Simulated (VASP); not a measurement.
# TePb (Fm-3m) in VASP: settings compared

Aim: see how the results for TePb move with the level of theory and the settings. Levels: r2SCAN, PBE. Tasks: single point.

Everything below comes from runs of VASP 6.6.1. Logs are shortened: lines on timing, memory, paths and dates and some standing lists are left out, and cuts for length are marked.

**1. The cell of the first run**

It takes space group Fm-3m (No. 225, cubic). The conventional cell has a = 6.470 Å, b = 6.470 Å, c = 6.470 Å, α = 90.00°, β = 90.00°, γ = 90.00°. Pb (site symmetry m-3m) has 6 Te at 3.23 Å within 4.3 Å. Within 4.3 Å of Te (site symmetry m-3m) lie 6 Pb at 3.23 Å.

**2. Single point, r2SCAN (33.85 Å³/atom)**

The input, POSCAR:

```
TePb
1.0
    0.0000000000      3.2348261331      3.2348261331
    3.2348261331      0.0000000000      3.2348261331
    3.2348261331      3.2348261331      0.0000000000
Pb Te
1 1
Direct
    0.0000000000      0.0000000000      0.0000000000
    0.5000000000      0.5000000000      0.5000000000
```

The input, INCAR.step1:

```
SYSTEM = TePb
PREC = Accurate ; ENCUT = 520
ISMEAR = 0 ; SIGMA = 0.01
LREAL = .False. ; LASPH = .True.
NELM = 60 ; NBANDS = 17
GGA = PE ; ALGO = Normal
EDIFF = 1E-4 ; LWAVE = .True.
LCHARG = .False.
```

The input, INCAR.step2:

```
SYSTEM = TePb
PREC = Accurate ; ENCUT = 520
EDIFF = 1E-7 ; ISMEAR = 0
SIGMA = 0.01 ; LREAL = .False.
LASPH = .True. ; NELM = 60
ALGO = Normal ; ISIF = 2
LWAVE = .False. ; LCHARG = .False.
METAGGA = R2SCAN ; LMIXTAU = .True.
NBANDS = 17 ; ISTART = 1
```

The input, KPOINTS:

```
regular mesh
0
Gamma
  6 6 6
  0 0 0
```

Potentials or basis: VASP PAW PBE potentials, release 64 (Pb_d, Te).

Started as:

```sh
$ cat potpaw_PBE.64/Pb_d/POTCAR potpaw_PBE.64/Te/POTCAR > POTCAR
$ cp INCAR.step1 INCAR
$ mpirun -np 1 vasp_std > vasp.out
$ cp INCAR.step2 INCAR
$ mpirun -np 1 vasp_std > vasp.out
```

OUTCAR:

```text
SYSTEM = TePb
   PREC = Accurate
   ENCUT = 520
   EDIFF = 1E-7
   ISMEAR = 0
   LREAL = .False.
   LASPH = .True.
   NELM = 60
   ISIF = 2
   METAGGA = R2SCAN
   ISTART = 1

 ion  position               nearest neighbor table
   1  0.000  0.000  0.000-   2 3.23   2 3.23   2 3.23   2 3.23   2 3.23   2 3.23
   2  0.500  0.500  0.500-   1 3.23   1 3.23   1 3.23   1 3.23   1 3.23   1 3.23

  LATTYP: Found a face centered cubic cell.
 ALAT       =     6.4696522662

  Lattice vectors:

 A1 = (   0.0000000000,   3.2348261331,   3.2348261331)
 A2 = (   3.2348261331,   0.0000000000,   3.2348261331)
 A3 = (   3.2348261331,   3.2348261331,   0.0000000000)

Analysis of symmetry for initial positions (statically):
=====================================================================
 Subroutine PRICEL returns:
 Original cell was already a primitive cell.

 Routine SETGRP: Setting up the symmetry group for a
 face centered cubic supercell.

 Subroutine GETGRP returns: Found 48 space group operations
 (whereof 48 operations were pure point group operations)
 out of a pool of 48 trial point group operations.

The static configuration has the point symmetry O_h .

Analysis of symmetry for dynamics (positions and initial velocities):
=====================================================================
 Subroutine PRICEL returns:
 Original cell was already a primitive cell.

 Routine SETGRP: Setting up the symmetry group for a
 face centered cubic supercell.

 Subroutine GETGRP returns: Found 48 space group operations
 (whereof 48 operations were pure point group operations)
 out of a pool of 48 trial point group operations.

The dynamic configuration has the point symmetry O_h .

 Subroutine INISYM returns: Found 48 space group operations
 (whereof 48 operations are pure point group operations),
 and found     1 'primitive' translations

----------------------------------------------------------------------------------------

                                     Primitive cell

  volume of cell :      67.6991

  direct lattice vectors                    reciprocal lattice vectors
     0.000000000  3.234826133  3.234826133    -0.154567813  0.154567813  0.154567813
     3.234826133  0.000000000  3.234826133     0.154567813 -0.154567813  0.154567813
     3.234826133  3.234826133  0.000000000     0.154567813  0.154567813 -0.154567813

  length of vectors
     4.574734989  4.574734989  4.574734989     0.267719305  0.267719305  0.267719305

  position of ions in fractional coordinates (direct lattice)
     0.000000000  0.000000000  0.000000000
     0.500000000  0.500000000  0.500000000

  ion indices of the primitive-cell ions
   primitive index   ion index
                 1           1
                 2           2

----------------------------------------------------------------------------------------

 KPOINTS: regular mesh

Automatic generation of k-mesh.
 Grid dimensions read from file:
 generate k-points for:    6    6    6

 Generating k-lattice:

  Cartesian coordinates                     Fractional coordinates (reciprocal lattice)
    -0.025761302  0.025761302  0.025761302     0.166666667  0.000000000  0.000000000
     0.025761302 -0.025761302  0.025761302     0.000000000  0.166666667  0.000000000
     0.025761302  0.025761302 -0.025761302     0.000000000  0.000000000  0.166666667

  Length of vectors
     0.044619884  0.044619884  0.044619884

  Shift w.r.t. Gamma in fractional coordinates (k-lattice)
     0.000000000  0.000000000  0.000000000

 Subroutine IBZKPT returns following result:
 ===========================================

 Found     16 irreducible k-points:

 Following reciprocal coordinates:
            Coordinates               Weight
  0.000000  0.000000  0.000000      1.000000
  0.166667  0.000000  0.000000      8.000000
  0.333333  0.000000  0.000000      8.000000
  0.500000  0.000000  0.000000      4.000000
  0.166667  0.166667  0.000000      6.000000
  0.333333  0.166667  0.000000     24.000000
[... 8 lines left out ...]
 -0.333333  0.333333  0.166667     24.000000
 -0.333333  0.500000  0.166667     12.000000
   k-points           NKPTS =     16   k-points in BZ     NKDIM =     16   number of bands    NBANDS=     17
   number of dos      NEDOS =    301   number of ions     NIONS =      2
   total plane-waves  NPLWV =  46656
   dimension x,y,z NGX =    36 NGY =   36 NGZ =   36
   dimension x,y,z NGXF=    72 NGYF=   72 NGZF=   72
   ions per type =               1   1
   NGX,Y,Z   is equivalent  to a cutoff of  13.08, 13.08, 13.08 a.u.
   NGXF,Y,Z  is equivalent  to a cutoff of  26.16, 26.16, 26.16 a.u.
 SYSTEM =  TePb
   PREC   = accura    normal or accurate (medium, high low for compatibility)
   ISTART =      1    job   : 0-new  1-cont  2-samecut
   ICHARG =      0    charge: 1-file 2-atom 10-const
   ISPIN  =      1    spin polarized calculation?
   LNONCOLLINEAR =      F non collinear calculations
   LSORBIT =      F    spin-orbit coupling
   LASPH  =      T    aspherical Exc in radial PAW
   ENCUT  =  520.0 eV  38.22 Ry    6.18 a.u.   8.51  8.51  8.51*2*pi/ulx,y,z
   NELM   =     60;   NELMIN=  2; NELMDL=  0     # of ELM steps
   EDIFF  = 0.1E-06   stopping-criterion for ELM
   LREAL  =      F    real-space projection
   EDIFFG = 0.1E-05   stopping-criterion for IOM
   NSW    =      0    number of steps for IOM
   IBRION =     -1    ionic relax: 0-MD 1-quasi-New 2-CG
   NFREE  =      0    steps in history (QN), initial steepest desc. (CG)
   ISIF   =      2    stress and relaxation
   ISYM   =      2    0-nonsym 1-usesym 2-fastsym
   POTIM  = 0.5000    time-step for ionic-motion
   TEBEG  =    0.0;   TEEND  =   0.0 temperature during run
   PSTRESS=    0.0 pullay stress
   NELECT =      20.0000    total number of electrons
   NUPDOWN=      -1.0000    fix difference up-down
   EMIN   =  10.00;   EMAX   =-10.00  energy-range for DOS
   EFERMI =   0.00;   METHOD = LEGACY
   ISMEAR =     0;   SIGMA  =   0.01  broadening in eV -4-tet -1-fermi 0-gaus
   EFERMI_NEDOS =   21; number of points for ismear=-14 and -15
   IALGO  =     38    algorithm
   IMIX   =      4    mixing-type and parameters
     AMIX     =   0.40;   BMIX     =  1.00
     AMIX_MAG =   1.60;   BMIX_MAG =  1.00
  volume/ion in A,a.u.               =      33.85       228.43
  Fermi-wavevector in a.u.,A,eV,Ry     =   1.090328  2.060421 16.174816  1.188815
  Thomas-Fermi vector in A             =   2.226550
   LORBIT       =      0    0 simple, 1 ext, 2 COOP (PROOUT), +10 PAW based schemes
   METAGGA = R2SCAN    functional components
   LHFCALC =     F    Hartree Fock is set to
   AEXX    =    0.0000 exact exchange contribution
   IVDW    =     0    specifies the selected vdW correction
   LEPSILON=     F    determine dielectric tensor
   LRPA    =     F    only Hartree local field effects (RPA)
 non-spin polarized calculation
 Gauss-broadening in eV      SIGMA  =   0.01
  energy-cutoff  :      520.00
  volume of cell :       67.70
 maximum number of plane-waves:      1853
 NGX is ok and might be reduce to    36
   NGX = 17   NGY = 17   NGZ = 17

 number of electron      20.0000003 magnetization

 Free energy of the ion-electron system (eV)
  ---------------------------------------------------
  ext. energy  EPLUGINS =         0.00000000
  ---------------------------------------------------
  free energy    TOTEN  =       -82.69723585 eV

  energy without entropy =      -82.69723585  energy(sigma->0) =      -82.69723585

 E-fermi :   5.5998     XC(G=0):  -9.7992

 val. band max:        5.4706601056   @ k =   0.5000   0.0000   0.0000
 cond. band min:       6.4994333208   @ k =   0.5000   0.0000   0.0000
 fundamental gap:      1.0287732152
 Fermi energy:         5.5998134766

 k-point     1 :       0.0000    0.0000    0.0000
  band No.  band energies     occupation
      1     -11.9032      2.00000
      2     -11.9032      2.00000
      3     -11.8915      2.00000
      4     -11.8914      2.00000
      5     -11.8914      2.00000
      6      -7.0210      2.00000
[... 9 lines left out ...]
     16      11.6549      0.00000
     17      13.3027      0.00000

 k-point     2 :       0.1667    0.0000    0.0000
  band No.  band energies     occupation
      1     -11.9068      2.00000
      2     -11.9068      2.00000
      3     -11.8907      2.00000
      4     -11.8876      2.00000
      5     -11.8876      2.00000
      6      -6.7736      2.00000
[... 9 lines left out ...]
     16      12.1776      0.00000
     17      15.0240      0.00000

 k-point     3 :       0.3333    0.0000    0.0000
  band No.  band energies     occupation
      1     -11.9152      2.00000
      2     -11.9152      2.00000
      3     -11.8896      2.00000
      4     -11.8789      2.00000
      5     -11.8789      2.00000
      6      -6.0977      2.00000
[... 9 lines left out ...]
     16      13.5799      0.00000
     17      17.0566      0.00000

 k-point     4 :       0.5000    0.0000    0.0000
  band No.  band energies     occupation
      1     -11.9195      2.00000
      2     -11.9195      2.00000
      3     -11.8891      2.00000
      4     -11.8743      2.00000
      5     -11.8743      2.00000
      6      -5.5182      2.00000
[... 9 lines left out ...]
     16      15.1654      0.00000
     17      15.1654      0.00000
[... 183 lines left out ...]
      1     -11.9399      2.00000
      2     -11.9058      2.00000
      3     -11.8912      2.00000
      4     -11.8763      2.00000
      5     -11.8727      2.00000
      6      -5.6041      2.00000
[... 9 lines left out ...]
     16      15.0241      0.00000
     17      15.5985      0.00000

 k-point    15 :      -0.3333    0.3333    0.1667
  band No.  band energies     occupation
      1     -11.9435      2.00000
      2     -11.9090      2.00000
      3     -11.8843      2.00000
      4     -11.8819      2.00000
      5     -11.8691      2.00000
      6      -5.2025      2.00000
[... 9 lines left out ...]
     16      16.2237      0.00000
     17      16.5647      0.00000

 k-point    16 :      -0.3333    0.5000    0.1667
  band No.  band energies     occupation
      1     -11.9577      2.00000
      2     -11.9015      2.00000
      3     -11.8927      2.00000
      4     -11.8749      2.00000
      5     -11.8656      2.00000
      6      -5.1307      2.00000
[... 9 lines left out ...]
     16      16.7346      0.00000
     17      17.5210      0.00000

------------------------ aborting loop because EDIFF is reached ----------------------------------------

  FORCE on cell =-STRESS in cart. coord.  units (eV):
  Direction    XX          YY          ZZ          XY          YZ          ZX
  --------------------------------------------------------------------------------------
  -------------------------------------------------------------------------------------
  Total        0.5775152      0.5775152      0.5775152      0.0000000     -0.0000000      0.0000000
  in kB       13.6675657     13.6675657     13.6675657      0.0000000     -0.0000000      0.0000000
  external PRESSURE =      13.6675657 kB  Pullay stress =       0.0000000 kB

 VOLUME and BASIS-vectors are now :
 -----------------------------------------------------------------------------
  energy-cutoff  :      520.00
  volume of cell :       67.70
      direct lattice vectors                 reciprocal lattice vectors
     0.000000000  3.234826133  3.234826133    -0.154567813  0.154567813  0.154567813
     3.234826133  0.000000000  3.234826133     0.154567813 -0.154567813  0.154567813
     3.234826133  3.234826133  0.000000000     0.154567813  0.154567813 -0.154567813

 POSITION                                       TOTAL-FORCE (eV/Angst)
 -----------------------------------------------------------------------------------
      0.00000      0.00000      0.00000         0.000000     -0.000000     -0.000000
      3.23483      3.23483      3.23483        -0.000000      0.000000      0.000000
 -----------------------------------------------------------------------------------
    total drift:                               -0.000000      0.000000      0.000000

  FREE ENERGIE OF THE ION-ELECTRON SYSTEM (eV)
  ---------------------------------------------------
  free  energy   TOTEN  =       -82.6972358490 eV

  energy  without entropy=      -82.6972358490  energy(sigma->0) =      -82.69723585
```

Run time: 79 s. Hardware: 1 thread of Intel Xeon Platinum 8259CL at 2.50GHz (Skylake/Cascade Lake), shared host; peak memory 0.22 GiB.

Results:

```
Free energy            : -82.6972 eV
Pressure               : 1.4 GPa
Band gap on the k mesh : 1.03 eV
```

Caveat: the PAW data sets were made with another functional, which shifts forces and pressure a little; spin-orbit coupling is left out, which moves the levels of the heavy elements. A k mesh can miss the band edges.

**3. Single point, r2SCAN**

This run uses another cell than the first one, of 34.90 Å³/atom.

The input, POSCAR:

```
TePb
1.0
    0.0000000000      3.2678368430      3.2678368430
    3.2678368430      0.0000000000      3.2678368430
    3.2678368430      3.2678368430      0.0000000000
Pb Te
1 1
Direct
    0.0000000000      0.0000000000      0.0000000000
    0.5000000000      0.5000000000      0.5000000000
```

The input, INCAR.step1:

```
ALGO = Normal
EDIFF = 1E-4
ENCUT = 520
GGA = PE
ISMEAR = 0
LASPH = T
LCHARG = F
LREAL = F
LWAVE = T
NBANDS = 17
NELM = 60
PREC = Accurate
SIGMA = 0.01
```

The input, INCAR.step2:

```
ALGO = Normal
EDIFF = 1E-6
ENCUT = 520
ISIF = 2
ISMEAR = 0
ISTART = 1
LASPH = T
LCHARG = F
LMIXTAU = T
LREAL = F
LWAVE = F
METAGGA = R2SCAN
NBANDS = 17
NELM = 60
PREC = Accurate
SIGMA = 0.01
```

The input, KPOINTS:

```
k-points
0
Gamma
  6 6 6
```

Potentials or basis: VASP PAW PBE potentials, release 64 (Pb_d, Te).

Started as:

```sh
$ cat potpaw_PBE.64/Pb_d/POTCAR potpaw_PBE.64/Te/POTCAR > POTCAR
$ cp INCAR.step1 INCAR
$ mpirun -np 1 vasp_std > vasp.out
$ cp INCAR.step2 INCAR
$ mpirun -np 1 vasp_std > vasp.out
```

Run time: 81 s. Hardware: 1 thread of Intel Xeon Platinum 8259CL at 2.50GHz (Skylake/Cascade Lake), shared host; peak memory 0.22 GiB.

It converged, with:

```
Free energy            : -82.7064 eV
Pressure               : 0.0 GPa
Band gap on the k mesh : 1.09 eV
```

Levels at points of the mesh, in eV from the valence-band top:
```
           k point  band 8  band 9  band 10  band 11  band 12  band 13
(0.00, 0.00, 0.00)   -1.35   -1.35    -1.35     4.32     4.32     4.32
(0.50, 0.00, 0.00)   -0.90   -0.90     0.00     1.09     1.51     1.51
(0.50, 0.50, 0.00)   -4.41   -2.76    -2.76     3.74     5.71     5.71
```

Caveat: the PAW data sets were made with another functional, which shifts forces and pressure a little; spin-orbit coupling is left out, which moves the levels of the heavy elements. A k mesh can miss the band edges.

**4. Single point, r2SCAN (35.94 Å³/atom)**

This run uses another cell than the first one, of 35.94 Å³/atom.

The input, POSCAR:

```
TePb
1.0
    0.0000000000      3.3001937676      3.3001937676
    3.3001937676      0.0000000000      3.3001937676
    3.3001937676      3.3001937676      0.0000000000
Pb Te
1 1
Direct
    0.0000000000      0.0000000000      0.0000000000
    0.5000000000      0.5000000000      0.5000000000
```

The input, INCAR.step1:

```
SYSTEM = TePb
PREC = Accurate ; ENCUT = 520
ISMEAR = 0 ; SIGMA = 0.01
LREAL = .FALSE. ; LASPH = .TRUE.
NELM = 80 ; NBANDS = 17
GGA = PE ; ALGO = Normal
EDIFF = 1E-4 ; LWAVE = .TRUE.
LCHARG = .FALSE.
```

The input, INCAR.step2:

```
SYSTEM = TePb
PREC = Accurate ; ENCUT = 520
EDIFF = 1E-6 ; ISMEAR = 0
SIGMA = 0.01 ; LREAL = .FALSE.
LASPH = .TRUE. ; NELM = 80
ALGO = Normal ; ISIF = 2
LWAVE = .FALSE. ; LCHARG = .FALSE.
METAGGA = R2SCAN ; LMIXTAU = .TRUE.
NBANDS = 17 ; ISTART = 1
```

The input, KPOINTS:

```
Automatic mesh
0
G
  6 6 6
  0 0 0
```

Started as:

```sh
$ cat potpaw_PBE.64/Pb_d/POTCAR potpaw_PBE.64/Te/POTCAR > POTCAR
$ cp INCAR.step1 INCAR
$ mpirun -np 1 vasp_std > vasp.out
$ cp INCAR.step2 INCAR
$ mpirun -np 1 vasp_std > vasp.out
```

Run time: 74 s. Hardware: 1 thread of Intel Xeon Platinum 8259CL at 2.50GHz (Skylake/Cascade Lake), shared host; peak memory 0.22 GiB.

The run converged. Its results:

```yaml
Free_energy: -82.6989 eV
Pressure: -1.2 GPa
Band_gap_on_the_k_mesh: 1.15 eV
```

Levels at points of the mesh, in eV from the valence-band top:
```tsv
k point	band 6	band 7	band 8	band 9	band 10	band 11	band 12	band 13	band 14	band 15
(0.00, 0.00, 0.00)	-11.97	-5.79	-1.23	-1.23	-1.23	4.29	4.29	4.29	6.34	6.34
(0.50, 0.00, 0.00)	-10.62	-8.55	-0.80	-0.80	0.00	1.15	1.59	1.59	8.87	9.54
(0.50, 0.50, 0.00)	-10.42	-7.39	-4.17	-2.58	-2.58	3.87	5.60	5.60	6.80	10.41
```

Caveat: the PAW data sets were made with another functional, which shifts forces and pressure a little; spin-orbit coupling is left out, which moves the levels of the heavy elements. A k mesh can miss the band edges.

(Part 1 of 2 ends here.)
